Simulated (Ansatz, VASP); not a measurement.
# One calculation of KI, two programs

File INCAR:

```
SYSTEM = KI
PREC = Accurate ; ENCUT = 520
EDIFF = 1E-7 ; ISMEAR = 0
SIGMA = 0.01 ; LREAL = .FALSE.
LASPH = .TRUE. ; NELM = 60
ALGO = Normal ; ISIF = 2
LWAVE = .FALSE. ; LCHARG = .FALSE.
GGA = PS ; NBANDS = 15
```

File KPOINTS:

```
Automatic mesh
0
G
  6 6 6
  0 0 0
```

File POSCAR:

```
KI
1.0
    4.4027061915      0.0000000000      0.0000000000
    0.0000000000      4.4027061915      0.0000000000
    0.0000000000      0.0000000000      4.4027061915
K I
1 1
Direct
    0.0000000000      0.0000000000      0.0000000000
    0.5000000000      0.5000000000      0.5000000000
```

Input for Ansatz:

```yaml
crystal:
  lattice:
    - [4.402706191470721, 0.0, 0.0]
    - [0.0, 4.402706191470721, 0.0]
    - [0.0, 0.0, 4.402706191470721]
  atoms:
    - { symbol: K, position: [0.0, 0.0, 0.0] }
    - { symbol: I, position: [0.5, 0.5, 0.5] }
basis:
  ecutwfc: 476.19925930478996
kpoints:
  mp_grid:
    grid: [6, 6, 6]
hamiltonian:
  xc: pbesol
scf:
  occupations:
    method: fixed
output:
  stress: true
```

Alike in both runs: task single point; functional PBEsol; k mesh 6 × 6 × 6; no spin polarisation.

|  | VASP | Ansatz |
| --- | --- | --- |
| version | VASP 6.6.1 | Ansatz 0.2.0 |
| potentials or method | VASP PAW PBE potentials, release 64 (K_sv, I), cutoff 520 eV | plane waves, PAW |
| occupations | gaussian, width 0.01 eV | fixed |
| valence electrons in the cell | 16 | 26 |

|  | VASP | Ansatz | Ansatz less VASP |
| --- | --- | --- | --- |
| pressure (GPa) | -1.3 | -1.3 | -0.02 |

VASP's potentials were made for PBE, not for PBEsol. VASP's potentials hold 16 valence electrons a cell and Ansatz's 26, so a difference there can come from the potentials and not from the codes.

Neither program's run includes spin-orbit coupling.
